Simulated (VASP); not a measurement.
# Al9O in VASP: notebook

The runs below take Al9O through single point, with PBE.

Everything below comes from runs of VASP 6.6.1. Logs are shortened: lines on timing, memory, paths and dates and some standing lists are left out, and cuts for length are marked.

### Step 1. The cell of the first run

The cell holds a slab with vacuum, 10 atoms: a = 2.854 Å, b = 9.806 Å, c = 20.290 Å, α = 90.00°, β = 90.00°, γ = 98.37°.

### Step 2. Single point, PBE

File INCAR:

```
ALGO = Normal
DIPOL = 0.5 0.5 0.330
EDIFF = 1E-6
ENCUT = 520
GGA = PE
GGA_COMPAT = False
IDIPOL = 3
ISIF = 2
ISMEAR = 0
LASPH = True
LCHARG = False
LDIPOL = True
LREAL = False
LWAVE = False
NBANDS = 28
NELM = 120
NELMDL = -8
PREC = Accurate
SIGMA = 0.1
```

File KPOINTS:

```
k-points
0
Gamma
  9 3 1
```

File POSCAR:

```
Al9O
1.0
    2.8535431553      0.0000000000      0.0000000000
   -1.4267715776      9.7014842380      0.0000000000
    0.0000000000      0.0000000000     20.2903703519
Al O
9 1
Direct
    0.5324432082      0.0648864163      0.1971378506
    0.6709612116      0.3419224231      0.2462112388
    0.2986648122      0.5973296244      0.2560259164
    0.9263684129      0.8527368258      0.2658405940
    0.0639544186      0.1277109169      0.3154271774
    0.1995835202      0.4042231294      0.3707799915
    0.8288001075      0.6596656514      0.3785021758
    0.4526153831      0.9110819252      0.3874246337
    0.5924854486      0.1814072004      0.4332286794
    1.3424854486      0.4314072004      0.4504678300
```

Potentials or basis: VASP PAW PBE potentials, release 64 (Al, O).

Run with:

```sh
cat potpaw_PBE.64/Al/POTCAR potpaw_PBE.64/O/POTCAR > POTCAR
mpirun -np 1 vasp_std > vasp.out
```

OUTCAR:

```text
EDIFF = 1E-6
   ENCUT = 520
   GGA = PE
   ISIF = 2
   ISMEAR = 0
   LASPH = True
   LREAL = False
   NELM = 120
   NELMDL = -8
   PREC = Accurate

 ion  position               nearest neighbor table
   1  0.532  0.065  0.197-   5 2.86   5 2.86   4 2.87   4 2.87   2 2.87
   2  0.671  0.342  0.246-   3 2.87   3 2.87   1 2.87   5 2.89   5 2.89   6 2.96   6 2.97
   3  0.299  0.597  0.256-   2 2.87   2 2.87   4 2.87   4 2.87   7 2.93   7 2.93   6 2.99
   4  0.926  0.853  0.266-   5 2.85   1 2.87   1 2.87   3 2.87   3 2.87   8 2.90   8 2.91   7 2.96

   5  0.064  0.128  0.315-   9 2.83   9 2.83   4 2.85   1 2.86   1 2.86   2 2.89   2 2.89   6 2.91
                             8 2.93   8 2.93
   6  0.200  0.404  0.371-  10 1.68   7 2.86   7 2.87   9 2.88   9 2.89   5 2.91   2 2.96   2 2.97
                             3 2.99
   7  0.829  0.660  0.379-   8 2.83   8 2.83   6 2.86   6 2.87   3 2.93   3 2.93   4 2.96
   8  0.453  0.911  0.387-   9 2.78   7 2.83   7 2.83   4 2.90   4 2.91   5 2.93   5 2.93
   9  0.592  0.181  0.433-   8 2.78   5 2.83   5 2.83   6 2.88   6 2.89
  10  0.342  0.431  0.450-   6 1.68

  LATTYP: Found a base centered orthorhombic cell.
 ALAT       =     2.8535431553
 B/A-ratio  =     6.7996057603
 C/A-ratio  =     7.1105882223

  Lattice vectors:

 A1 = (   1.4267715776,  -9.7014842380,   0.0000000000)
 A2 = (   1.4267715777,   9.7014842380,   0.0000000000)
 A3 = (   0.0000000000,   0.0000000000,  20.2903703519)

Analysis of symmetry for initial positions (statically):
=====================================================================
 Subroutine PRICEL returns:
 Original cell was already a primitive cell.

 Routine SETGRP: Setting up the symmetry group for a
 base centered orthorhombic supercell.

 Subroutine GETGRP returns: Found  1 space group operations
 (whereof  1 operations were pure point group operations)
 out of a pool of  8 trial point group operations.

The static configuration has the point symmetry C_1 .

Analysis of symmetry for dynamics (positions and initial velocities):
=====================================================================
 Subroutine PRICEL returns:
 Original cell was already a primitive cell.

 Routine SETGRP: Setting up the symmetry group for a
 base centered orthorhombic supercell.

 Subroutine GETGRP returns: Found  1 space group operations
 (whereof  1 operations were pure point group operations)
 out of a pool of  8 trial point group operations.

The dynamic configuration has the point symmetry C_1 .

 Subroutine INISYM returns: Found  1 space group operations
 (whereof  1 operations are pure point group operations),
 and found     1 'primitive' translations

----------------------------------------------------------------------------------------

                                     Primitive cell

  volume of cell :     561.7106

  direct lattice vectors                    reciprocal lattice vectors
     2.853543155  0.000000000  0.000000000     0.350441520  0.051538506  0.000000000
    -1.426771578  9.701484238  0.000000000     0.000000000  0.103077011  0.000000000
     0.000000000  0.000000000 20.290370352     0.000000000  0.000000000  0.049284463

  length of vectors
     2.853543155  9.805838748 20.290370352     0.354211062  0.103077011  0.049284463

  position of ions in fractional coordinates (direct lattice)
     0.532443208  0.064886416  0.197137851
     0.670961212  0.341922423  0.246211239
     0.298664812  0.597329624  0.256025916
     0.926368413  0.852736826  0.265840594
     0.063954419  0.127710917  0.315427177
     0.199583520  0.404223129  0.370779992
     0.828800108  0.659665651  0.378502176
     0.452615383  0.911081925  0.387424634
     0.592485449  0.181407200  0.433228679
     0.342485449  0.431407200  0.450467830

  ion indices of the primitive-cell ions
   primitive index   ion index
                 1           1
                 2           2
                 3           3
                 4           4
                 5           5
                 6           6
                 7           7
                 8           8
[... 41 lines left out ...]
 -----------------------------------------------------------------------------

 WARNING: IBZKPT: internal override: KBLOWUP is changed to .FALSE.
      ... skipping the blow-up phase ...

 Subroutine IBZKPT returns following result:
 ===========================================

 Found     14 irreducible k-points:

 Following reciprocal coordinates:
            Coordinates               Weight
  0.000000  0.000000  0.000000      1.000000
  0.111111 -0.000000  0.000000      2.000000
  0.222222 -0.000000  0.000000      2.000000
  0.333333 -0.000000  0.000000      2.000000
  0.444444 -0.000000  0.000000      2.000000
  0.000000  0.333333  0.000000      2.000000
  0.111111  0.333333  0.000000      2.000000
  0.222222  0.333333  0.000000      2.000000
  0.333333  0.333333  0.000000      2.000000
  0.444444  0.333333  0.000000      2.000000
 -0.444444  0.333333  0.000000      2.000000
 -0.333333  0.333333  0.000000      2.000000
 -0.222222  0.333333  0.000000      2.000000
 -0.111111  0.333333  0.000000      2.000000
   k-points           NKPTS =     14   k-points in BZ     NKDIM =     14   number of bands    NBANDS=     28
   number of dos      NEDOS =    301   number of ions     NIONS =     10
   total plane-waves  NPLWV = 307200
   dimension x,y,z NGX =    24 NGY =   80 NGZ =  160
   dimension x,y,z NGXF=    48 NGYF=  160 NGZF=  320
   ions per type =               9   1
   NGX,Y,Z   is equivalent  to a cutoff of  13.98, 13.56, 13.11 a.u.
   NGXF,Y,Z  is equivalent  to a cutoff of  27.96, 27.13, 26.22 a.u.
 SYSTEM =  unknown system
   PREC   = accura    normal or accurate (medium, high low for compatibility)
   ISTART =      0    job   : 0-new  1-cont  2-samecut
   ICHARG =      2    charge: 1-file 2-atom 10-const
   ISPIN  =      1    spin polarized calculation?
   LNONCOLLINEAR =      F non collinear calculations
   LSORBIT =      F    spin-orbit coupling
   LASPH  =      T    aspherical Exc in radial PAW
   ENCUT  =  520.0 eV  38.22 Ry    6.18 a.u.   5.31 18.23 37.73*2*pi/ulx,y,z
   NELM   =    120;   NELMIN=  2; NELMDL= -8     # of ELM steps
   EDIFF  = 0.1E-05   stopping-criterion for ELM
   LREAL  =      F    real-space projection
   EDIFFG = 0.1E-04   stopping-criterion for IOM
   NSW    =      0    number of steps for IOM
   IBRION =     -1    ionic relax: 0-MD 1-quasi-New 2-CG
   NFREE  =      0    steps in history (QN), initial steepest desc. (CG)
   ISIF   =      2    stress and relaxation
   ISYM   =      2    0-nonsym 1-usesym 2-fastsym
   POTIM  = 0.5000    time-step for ionic-motion
   TEBEG  =    0.0;   TEEND  =   0.0 temperature during run
   PSTRESS=    0.0 pullay stress
   NELECT =      33.0000    total number of electrons
   NUPDOWN=      -1.0000    fix difference up-down
   EMIN   =  10.00;   EMAX   =-10.00  energy-range for DOS
   EFERMI =   0.00;   METHOD = LEGACY
   ISMEAR =     0;   SIGMA  =   0.10  broadening in eV -4-tet -1-fermi 0-gaus
   EFERMI_NEDOS =   21; number of points for ismear=-14 and -15
   IALGO  =     38    algorithm
   IMIX   =      4    mixing-type and parameters
     AMIX     =   0.40;   BMIX     =  1.00
     AMIX_MAG =   1.60;   BMIX_MAG =  1.00
  volume/ion in A,a.u.               =      56.17       379.06
  Fermi-wavevector in a.u.,A,eV,Ry     =   0.636417  1.202654  5.510726  0.405027
  Thomas-Fermi vector in A             =   1.701081
   LORBIT       =      0    0 simple, 1 ext, 2 COOP (PROOUT), +10 PAW based schemes
   GGA     = PE    functional components
   LHFCALC =     F    Hartree Fock is set to
   AEXX    =    0.0000 exact exchange contribution
   IVDW    =     0    specifies the selected vdW correction
   LEPSILON=     F    determine dielectric tensor
   LRPA    =     F    only Hartree local field effects (RPA)
 non-spin polarized calculation
 Gauss-broadening in eV      SIGMA  =   0.10
  energy-cutoff  :      520.00
  volume of cell :      561.71
 maximum number of plane-waves:     15170
 NGX is ok and might be reduce to    24
   NGX = 11   NGY = 37   NGZ = 75

 dipolmoment           0.000000      0.000000     -0.015289 electrons x Angstroem

 number of electron      32.9999999 magnetization

 dipolmoment           0.000000      0.000000      0.167335 electrons x Angstroem

 Free energy of the ion-electron system (eV)
  ---------------------------------------------------
  ext. energy  EPLUGINS =         0.00000000
  ---------------------------------------------------
  free energy    TOTEN  =       -37.13553863 eV

  energy without entropy =      -37.11401371  energy(sigma->0) =      -37.12477617

 E-fermi :  -1.1994     XC(G=0):  -3.7927

 val. band max:       -1.2272178323   @ k =   0.3333   0.3333   0.0000
 cond. band min:      -1.1796825271   @ k =   0.1111  -0.0000   0.0000
 fundamental gap:      0.0475353051
 Fermi energy:        -1.1994405345

 k-point     1 :       0.0000    0.0000    0.0000
  band No.  band energies     occupation
      1     -18.6336      2.00000
      2     -11.1509      2.00000
      3      -9.7126      2.00000
      4      -9.4422      2.00000
      5      -8.8232      2.00000
      6      -7.2192      2.00000
[... 423 lines left out ...]
     27       3.3462      0.00000
     28       3.5496      0.00000

------------------------ aborting loop because EDIFF is reached ----------------------------------------

 vacuum level on the upper side and lower side of the slab       (xc-potential included)         0.489        -0.573

  FORCE on cell =-STRESS in cart. coord.  units (eV):
  Direction    XX          YY          ZZ          XY          YZ          ZX
  --------------------------------------------------------------------------------------
  -------------------------------------------------------------------------------------
  Total       -4.8788423     -6.3605308      0.3403375      1.1666856     -0.3198788      1.1021010
  in kB      -13.9160110    -18.1422582      0.9707509      3.3277587     -0.9123961      3.1435428
  external PRESSURE =     -10.3625061 kB  Pullay stress =       0.0000000 kB

 VOLUME and BASIS-vectors are now :
 -----------------------------------------------------------------------------
  energy-cutoff  :      520.00
  volume of cell :      561.71
      direct lattice vectors                 reciprocal lattice vectors
     2.853543155  0.000000000  0.000000000     0.350441520  0.051538506  0.000000000
    -1.426771578  9.701484238  0.000000000     0.000000000  0.103077011  0.000000000
     0.000000000  0.000000000 20.290370352     0.000000000  0.000000000  0.049284463

 POSITION                                       TOTAL-FORCE (eV/Angst)
 -----------------------------------------------------------------------------------
      1.42677      0.62949      4.00000         0.024389      0.163242      0.026346
      1.42677      3.31715      4.99572         0.036183      0.137854      0.133711
      0.00000      5.79498      5.19486        -0.048150     -0.072898      0.100844
      1.42677      8.27281      5.39400         0.006095     -0.230589     -0.125513
      0.00028      1.23899      6.40013        -0.035062      0.141410      0.078707
     -0.00721      3.92156      7.52326        -0.510979     -0.104196     -1.231995
      1.42382      6.39974      7.67995        -0.135604      0.041489      0.368850
     -0.00835      8.83885      7.86099        -0.001971     -0.320480      0.061120
      1.43186      1.75992      8.79037        -0.251063      0.545159      0.513105
      0.36178      4.18529      9.14016         0.916161     -0.300993      0.074824
 -----------------------------------------------------------------------------------
    total drift:                               -0.000239     -0.000119     -0.000349

  FREE ENERGIE OF THE ION-ELECTRON SYSTEM (eV)
  ---------------------------------------------------
  free  energy   TOTEN  =       -37.1355386275 eV

  energy  without entropy=      -37.1140137143  energy(sigma->0) =      -37.12477617

 vacuum level on the upper side and lower side of the slab         4.022         2.929
```

Wall time 15 min (1 thread of Intel Xeon 8259CL, shared host); peak memory 0.69 GiB.

Results:

* Free energy: -37.1355 eV
* Largest force: 1.338 eV/Å
* Band gap on the k mesh: zero (an odd number of electrons rules out a gap without spin polarisation)

Forces in eV/Å, atoms in the order of the input:
```
Al   0.024  0.163  0.026
Al   0.036  0.138  0.134
Al  -0.048 -0.073  0.101
Al   0.006 -0.231 -0.126
Al  -0.035  0.141  0.079
Al  -0.511 -0.104 -1.232
Al  -0.136  0.041  0.369
Al  -0.002 -0.320  0.061
Al  -0.251  0.545  0.513
O    0.916 -0.301  0.075
```

Caveat: an odd number of electrons without spin polarisation forces a metal; a magnetic or distorted state may lie lower.

### Step 3. Single point, PBE

File INCAR:

```
SYSTEM = Al9O
PREC = Accurate
ENCUT = 520
EDIFF = 1E-6
ISMEAR = 0
SIGMA = 0.1
LREAL = .False.
LASPH = .True.
NELM = 120
ALGO = Normal
ISIF = 2
LWAVE = .False.
LCHARG = .False.
LDIPOL = .True.
IDIPOL = 3
DIPOL = 0.5 0.5 0.332
GGA = PE
NBANDS = 28
GGA_COMPAT = .False.
NELMDL = -8
```

File KPOINTS:

```
Automatic mesh
0
Gamma
  9 3 1
  0 0 0
```

POSCAR: that of step 2 with these lines changed.

```diff
@@ -17,2 +17,2 @@
     0.5924854486      0.1814072004      0.4332286794
-    1.3424854486      0.4314072004      0.4504678300
+    1.3424854486      0.9314072004      0.4671756169
```

Potentials or basis: VASP PAW PBE potentials, release 64 (Al, O).

Run with:

```sh
cat potpaw_PBE.64/Al/POTCAR potpaw_PBE.64/O/POTCAR > POTCAR
mpirun -np 1 vasp_std > vasp.out
```

Wall time 17 min (1 thread of Intel Xeon 8259CL, shared host); peak memory 0.7 GiB.

The run converged. Its results:

- Free energy: -37.2446 eV
- Largest force: 1.810 eV/Å
- Band gap on the k mesh: zero (an odd number of electrons rules out a gap without spin polarisation)

Forces on the atoms (eV/Å):
```
Al  -0.004  0.104 -0.069
Al   0.019  0.114 -0.015
Al  -0.004 -0.072 -0.055
Al  -0.019 -0.194 -0.053
Al  -0.042 -0.028  0.013
Al   0.017  0.319  0.027
Al  -0.011 -0.337 -0.032
Al   0.618 -0.541 -0.618
Al  -0.221 -1.138  0.713
O   -0.354  1.773  0.087
```

Levels at points of the mesh, in eV from the Fermi level:
```csv
k point,band 15,band 16,band 17,band 18,band 19,band 20
"(0.00, 0.00, 0.00)",-1.26,-0.35,-0.16,0.35,1.66,2.20
```

Caveat: an odd number of electrons without spin polarisation forces a metal; a magnetic or distorted state may lie lower.
